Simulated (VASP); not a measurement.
# Te (I4_1/amd) in VASP: notebook

Runs on Te. Level: PBE. Tasks: single point, relaxation of cell and atoms.

All numbers are computed with VASP 6.6.1; they aren't measurements. Logs are shortened: lines on timing, memory, paths and dates and some standing lists are left out, and cuts for length are marked.

### 1 The cell of the first run

The structure is tetragonal, space group I4_1/amd (No. 141). Conventional cell: a = 5.873 Å, b = 5.873 Å, c = 2.992 Å, α = 90.00°, β = 90.00°, γ = 90.00°. Within 3.9 Å of Te (site symmetry -4m2) lie 10 Te at 2.99 to 3.70 Å.

### 2 Single point, PBE

Contents of INCAR:

```
SYSTEM = Te
PREC = Accurate
ENCUT = 520
EDIFF = 1E-7
ISMEAR = -1
SIGMA = 0.05
LREAL = .False.
LASPH = .True.
NELM = 60
ALGO = Normal
ISIF = 2
LWAVE = .False.
LCHARG = .False.
GGA = PE
NBANDS = 13
```

Contents of KPOINTS:

```
regular mesh
0
Gamma
  14 14 14
  0 0 0
```

Contents of POSCAR:

```
Te
1.0
   -2.9367162666      2.9367162666      1.4960340652
    2.9367162666     -2.9367162666      1.4960340652
    2.9367162666      2.9367162666     -1.4960340652
Te
2
Direct
   -0.3750000000     -0.1250000000     -0.2500000000
    0.3750000000      0.1250000000      0.2500000000
```

Potentials or basis: VASP PAW PBE potentials, release 64 (Te).

Run with:

```bash
$ cat potpaw_PBE.64/Te/POTCAR > POTCAR
$ mpirun -np 1 vasp_std > vasp.out
```

OUTCAR:

```text
SYSTEM = Te
   PREC = Accurate
   ENCUT = 520
   EDIFF = 1E-7
   ISMEAR = -1
   LREAL = .False.
   LASPH = .True.
   NELM = 60
   ISIF = 2
   GGA = PE

 ion  position               nearest neighbor table
   1  0.625  0.875  0.750-   2 3.03   2 3.03   2 3.03   2 3.03
   2  0.375  0.125  0.250-   1 3.03   1 3.03   1 3.03   1 3.03

  LATTYP: Found a body centered tetragonal cell.
 ALAT       =     5.8734325332
 C/A-ratio  =     0.5094241082

  Lattice vectors:

 A1 = (  -2.9367162666,   2.9367162666,   1.4960340652)
 A2 = (   2.9367162666,  -2.9367162666,   1.4960340652)
 A3 = (   2.9367162666,   2.9367162666,  -1.4960340652)

Analysis of symmetry for initial positions (statically):
=====================================================================
 Subroutine PRICEL returns:
 Original cell was already a primitive cell.

 Routine SETGRP: Setting up the symmetry group for a
 body centered tetragonal supercell.

 Subroutine GETGRP returns: Found 16 space group operations
 (whereof  4 operations were pure point group operations)
 out of a pool of 16 trial point group operations.

The static configuration has the point symmetry C_2h.
 The point group associated with its full space group is D_4h.

Analysis of symmetry for dynamics (positions and initial velocities):
=====================================================================
 Subroutine PRICEL returns:
 Original cell was already a primitive cell.

 Routine SETGRP: Setting up the symmetry group for a
 body centered tetragonal supercell.

 Subroutine GETGRP returns: Found 16 space group operations
 (whereof  4 operations were pure point group operations)
 out of a pool of 16 trial point group operations.

The dynamic configuration has the point symmetry C_2h.
 The point group associated with its full space group is D_4h.

 Subroutine INISYM returns: Found 16 space group operations
 (whereof  4 operations are pure point group operations),
 and found     1 'primitive' translations

----------------------------------------------------------------------------------------

                                     Primitive cell

  volume of cell :      51.6090

  direct lattice vectors                    reciprocal lattice vectors
    -2.936716267  2.936716267  1.496034065     0.000000000  0.170258191  0.334216989
     2.936716267 -2.936716267  1.496034065     0.170258191  0.000000000  0.334216989
     2.936716267  2.936716267 -1.496034065     0.170258191  0.170258191  0.000000000

  length of vectors
     4.414376829  4.414376829  4.414376829     0.375085120  0.375085120  0.240781443

  position of ions in fractional coordinates (direct lattice)
     0.625000000  0.875000000  0.750000000
     0.375000000  0.125000000  0.250000000

  ion indices of the primitive-cell ions
   primitive index   ion index
                 1           1
                 2           2

----------------------------------------------------------------------------------------

 KPOINTS: regular mesh

Automatic generation of k-mesh.
 Grid dimensions read from file:
 generate k-points for:   14   14   14

 Generating k-lattice:

  Cartesian coordinates                     Fractional coordinates (reciprocal lattice)
     0.000000000  0.012161299  0.023872642     0.071428571  0.000000000 -0.000000000
     0.012161299  0.000000000  0.023872642     0.000000000  0.071428571 -0.000000000
     0.012161299  0.012161299  0.000000000     0.000000000  0.000000000  0.071428571

  Length of vectors
     0.026791794  0.026791794  0.017198675

  Shift w.r.t. Gamma in fractional coordinates (k-lattice)
     0.000000000  0.000000000  0.000000000

 Subroutine IBZKPT returns following result:
 ===========================================

 Found    244 irreducible k-points:

 Following reciprocal coordinates:
            Coordinates               Weight
  0.000000  0.000000  0.000000      1.000000
  0.071429  0.000000  0.000000      8.000000
  0.142857  0.000000  0.000000      8.000000
  0.214286  0.000000  0.000000      8.000000
  0.285714  0.000000  0.000000      8.000000
  0.357143  0.000000 -0.000000      8.000000
[... 16 lines left out ...]
  0.214286  0.142857 -0.000000     16.000000
  0.285714  0.142857  0.000000     16.000000
 [... further k-points ...]
   k-points           NKPTS =    244   k-points in BZ     NKDIM =    244   number of bands    NBANDS=     13
   number of dos      NEDOS =    301   number of ions     NIONS =      2
   total plane-waves  NPLWV =  46656
   dimension x,y,z NGX =    36 NGY =   36 NGZ =   36
   dimension x,y,z NGXF=    72 NGYF=   72 NGZF=   72
   ions per type =               2
   NGX,Y,Z   is equivalent  to a cutoff of  13.56, 13.56, 13.56 a.u.
   NGXF,Y,Z  is equivalent  to a cutoff of  27.12, 27.12, 27.12 a.u.
 SYSTEM =  Te
   PREC   = accura    normal or accurate (medium, high low for compatibility)
   ISTART =      0    job   : 0-new  1-cont  2-samecut
   ICHARG =      2    charge: 1-file 2-atom 10-const
   ISPIN  =      1    spin polarized calculation?
   LNONCOLLINEAR =      F non collinear calculations
   LSORBIT =      F    spin-orbit coupling
   LASPH  =      T    aspherical Exc in radial PAW
   ENCUT  =  520.0 eV  38.22 Ry    6.18 a.u.   8.21  8.21  8.21*2*pi/ulx,y,z
   NELM   =     60;   NELMIN=  2; NELMDL= -5     # of ELM steps
   EDIFF  = 0.1E-06   stopping-criterion for ELM
   LREAL  =      F    real-space projection
   EDIFFG = 0.1E-05   stopping-criterion for IOM
   NSW    =      0    number of steps for IOM
   IBRION =     -1    ionic relax: 0-MD 1-quasi-New 2-CG
   NFREE  =      0    steps in history (QN), initial steepest desc. (CG)
   ISIF   =      2    stress and relaxation
   ISYM   =      2    0-nonsym 1-usesym 2-fastsym
   POTIM  = 0.5000    time-step for ionic-motion
   TEBEG  =    0.0;   TEEND  =   0.0 temperature during run
   PSTRESS=    0.0 pullay stress
   NELECT =      12.0000    total number of electrons
   NUPDOWN=      -1.0000    fix difference up-down
   EMIN   =  10.00;   EMAX   =-10.00  energy-range for DOS
   EFERMI =   0.00;   METHOD = LEGACY
   ISMEAR =    -1;   SIGMA  =   0.05  broadening in eV -4-tet -1-fermi 0-gaus
   EFERMI_NEDOS =   21; number of points for ismear=-14 and -15
   IALGO  =     38    algorithm
   IMIX   =      4    mixing-type and parameters
     AMIX     =   0.40;   BMIX     =  1.00
     AMIX_MAG =   1.60;   BMIX_MAG =  1.00
  volume/ion in A,a.u.               =      25.80       174.14
  Fermi-wavevector in a.u.,A,eV,Ry     =   1.006685  1.902358 13.788333  1.013414
  Thomas-Fermi vector in A             =   2.139442
   LORBIT       =      0    0 simple, 1 ext, 2 COOP (PROOUT), +10 PAW based schemes
   GGA     = PE    functional components
[... 5 lines left out ...]
 non-spin polarized calculation
  energy-cutoff  :      520.00
  volume of cell :       51.61
 maximum number of plane-waves:      1412
 NGX is ok and might be reduce to    36
   NGX = 17   NGY = 17   NGZ = 17

 number of electron      12.0000000 magnetization

 Free energy of the ion-electron system (eV)
  ---------------------------------------------------
  ext. energy  EPLUGINS =         0.00000000
  ---------------------------------------------------
  free energy    TOTEN  =        -5.30290749 eV

  energy without entropy =       -5.29016359  energy(sigma->0) =       -5.29653554

 E-fermi :   9.8666     XC(G=0): -10.4103

 val. band max:        9.8611576619   @ k =  -0.2857   0.2143   0.0000
 cond. band min:       9.8735578044   @ k =   0.5000   0.3571  -0.0000
 fundamental gap:      0.0124001425
 Fermi energy:         9.8665667472

 k-point     1 :       0.0000    0.0000    0.0000
  band No.  band energies     occupation
      1      -5.6808      2.00000
      2      -0.4829      2.00000
      3       4.2366      2.00000
      4       4.2366      2.00000
      5      10.8162      0.00000
      6      11.2893      0.00000
      7      11.2893      0.00000
      8      12.9927      0.00000
      9      13.1284      0.00000
     10      16.1064      0.00000
     11      16.8229      0.00000
     12      18.5325      0.00000
     13      18.9660      0.00000

 k-point     2 :       0.0714    0.0000    0.0000
  band No.  band energies     occupation
      1      -5.5783      2.00000
      2      -0.4770      2.00000
      3       4.2693      2.00000
      4       4.4255      2.00000
      5      10.9756      0.00000
      6      11.0245      0.00000
      7      11.3353      0.00000
      8      12.2215      0.00000
      9      12.2711      0.00000
     10      16.2172      0.00000
     11      17.0789      0.00000
     12      18.4586      0.00000
     13      18.5524      0.00000

 k-point     3 :       0.1429    0.0000    0.0000
  band No.  band energies     occupation
      1      -5.2722      2.00000
      2      -0.4424      2.00000
      3       4.3711      2.00000
      4       4.9618      2.00000
      5      10.0511      0.04868
      6      10.5896      0.00000
      7      10.9411      0.00000
      8      11.3541      0.00000
      9      11.5183      0.00000
     10      16.3230      0.00000
     11      16.8804      0.00000
     12      16.9704      0.00000
     13      18.2681      0.00000
[... 305 lines left out ...]
 k-point    23 :       0.2143    0.1429   -0.0000
  band No.  band energies     occupation
      1      -3.4645      2.00000
      2       0.3407      2.00000
      3       4.8656      2.00000
      4       5.4189      2.00000
      5       6.0381      2.00000
      6       6.7028      2.00000
      7      10.2916      0.00041
      8      10.3411      0.00015
      9      13.4878      0.00000
     10      14.2495      0.00000
     11      14.7252      0.00000
     12      19.2765      0.00000
     13      19.8066      0.00000

 k-point    24 :       0.2857    0.1429    0.0000
  band No.  band energies     occupation
      1      -2.6150      2.00000
      2       0.3262      2.00000
      3       3.6843      2.00000
      4       4.5407      2.00000
      5       6.1020      2.00000
      6       7.3756      2.00000
      7       9.9570      0.28141
      8      10.2303      0.00138
      9      13.6757      0.00000
     10      14.7645      0.00000
     11      15.6270      0.00000
     12      18.2090      0.00000
     13      19.6396      0.00000

 [... further k-points ...]
[... 5 lines left out ...]
  --------------------------------------------------------------------------------------
  -------------------------------------------------------------------------------------
  Total        5.4733364      5.4733364      5.4751688      0.0000000      0.0000000      0.0000000
  in kB      169.9171708    169.9171708    169.9740586      0.0000000      0.0000000      0.0000000
  external PRESSURE =     169.9361334 kB  Pullay stress =       0.0000000 kB

 VOLUME and BASIS-vectors are now :
 -----------------------------------------------------------------------------
  energy-cutoff  :      520.00
  volume of cell :       51.61
      direct lattice vectors                 reciprocal lattice vectors
    -2.936716267  2.936716267  1.496034065     0.000000000  0.170258191  0.334216989
     2.936716267 -2.936716267  1.496034065     0.170258191  0.000000000  0.334216989
     2.936716267  2.936716267 -1.496034065     0.170258191  0.170258191  0.000000000

 POSITION                                       TOTAL-FORCE (eV/Angst)
 -----------------------------------------------------------------------------------
      2.93672      1.46836      1.12203         0.000000      0.000000     -0.000000
     -0.00000      1.46836      0.37401        -0.000000     -0.000000      0.000000
 -----------------------------------------------------------------------------------
    total drift:                               -0.000000     -0.000000      0.000000

  FREE ENERGIE OF THE ION-ELECTRON SYSTEM (eV)
  ---------------------------------------------------
  free  energy   TOTEN  =        -5.3029074940 eV

  energy  without entropy=       -5.2901635887  energy(sigma->0) =       -5.29653554
```

Wall time 4.9 min (1 thread of Intel Xeon 8259CL, shared host); peak memory 0.29 GiB.

Results:

* Free energy: -5.3029 eV
* Pressure: 17.0 GPa
* Band gap on the k mesh: zero (bands 6 and 7 overlap by 4.66 eV)

Caveat: the cell stands under pressure; spin-orbit coupling is left out, which moves the levels of the heavy elements.

### 3 Relaxation of cell and atoms, PBE, target pressure 17 GPa, at which the enthalpy is minimised

This run uses another cell than the first one, of 23.91 Å³/atom.

Contents of INCAR:

```
SYSTEM = Te
PREC = Accurate
ENCUT = 600
EDIFF = 1E-6
ISMEAR = -1
SIGMA = 0.05
LREAL = .False.
LASPH = .True.
NELM = 60
ALGO = Normal
ISIF = 3
LWAVE = .False.
LCHARG = .False.
GGA = PE
IBRION = 2
NSW = 60
EDIFFG = -0.005
PSTRESS = 170.0
```

Contents of KPOINTS:

```
Automatic mesh
0
Gamma
  14 14 14
  0 0 0
```

Contents of POSCAR:

```
Te
1.0
   -2.7906649162      2.7906649162      1.5348657039
    2.7906649162     -2.7906649162      1.5348657039
    2.7906649162      2.7906649162     -1.5348657039
Te
2
Direct
   -0.3750000000     -0.1250000000     -0.2500000000
    0.3750000000      0.1250000000      0.2500000000
```

Potentials or basis: VASP PAW PBE potentials, release 64 (Te).

Run with:

```bash
$ cat potpaw_PBE.64/Te/POTCAR > POTCAR
$ mpirun -np 1 vasp_std > vasp.out
```

Wall time 27 min (1 thread of Intel Xeon 8259CL, shared host); peak memory 0.32 GiB.

The run converged. Its results:

```
Free energy                                                : -5.3031 eV
Relaxed volume                                             : 25.81 Å³/atom
Relaxed cell                                               : a = 4.414 Å, b = 4.414 Å, c = 4.414 Å, α = 96.59°, β = 96.59°, γ = 140.38°
Space group after relaxing (to 0.1 Å)                      : I4_1/amd (No. 141)
Energy change on relaxing (the run minimises the enthalpy) : -278.5 meV/atom
Ionic steps                                                : 15
Pressure after relaxing                                    : 17.0 GPa
Band gap on the k mesh                                     : zero (bands 6 and 7 overlap by 4.66 eV)
```

Step by step:
```tsv
step	energy change (eV)	largest force (eV/Å)	pressure (GPa)	volume (Å³)
1	0.0000	0.0000	26.37	47.81
2	-0.9814	0.0000	6.05	58.13
3	-0.5417	0.0000	16.15	51.84
4	-0.5278	0.0000	16.41	51.71
5	-0.5354	0.0000	16.80	51.54
6	-0.4080	0.0000	20.13	50.86
7	-0.5317	0.0000	17.36	51.38
8	-0.5274	0.0000	17.56	51.34
9	-0.5986	0.0000	16.21	52.02
10	-0.5549	0.0000	17.04	51.59
11	-0.5554	0.0000	17.04	51.60
12	-0.5773	0.0000	16.62	51.81
13	-0.5560	0.0000	17.02	51.60
14	-0.5573	0.0000	16.98	51.61
15	-0.5571	0.0000	16.98	51.61
```

Final structure:
```
CELL_PARAMETERS angstrom
-2.93681 2.93681 1.49603
2.93681 -2.93681 1.49603
2.93681 2.93681 -1.49603
ATOMIC_POSITIONS crystal
Te 0.62500 0.87500 0.75000
Te 0.37500 0.12500 0.25000
```

Levels at points of the mesh, in eV from the Fermi level:
```csv
k point,band 2,band 3,band 4,band 5,band 6,band 7,band 8,band 9,band 10
"(0.00, 0.00, 0.00)",-10.35,-5.63,-5.63,0.95,1.42,1.42,3.13,3.26,6.24
"(0.50, 0.00, 0.00)",-10.02,-6.65,-5.51,-4.37,-1.26,-0.32,0.08,4.35,6.22
"(0.50, 0.50, 0.00)",-13.66,-3.37,-3.37,-2.88,-2.88,2.92,2.92,7.32,7.32
"(0.50, 0.50, 0.50)",-13.03,-7.77,-7.77,2.31,2.31,3.46,3.46,9.04,9.04
```

Caveat: the cell is relaxed towards a set pressure, so the run minimises the enthalpy, not the energy; spin-orbit coupling is left out, which moves the levels of the heavy elements.
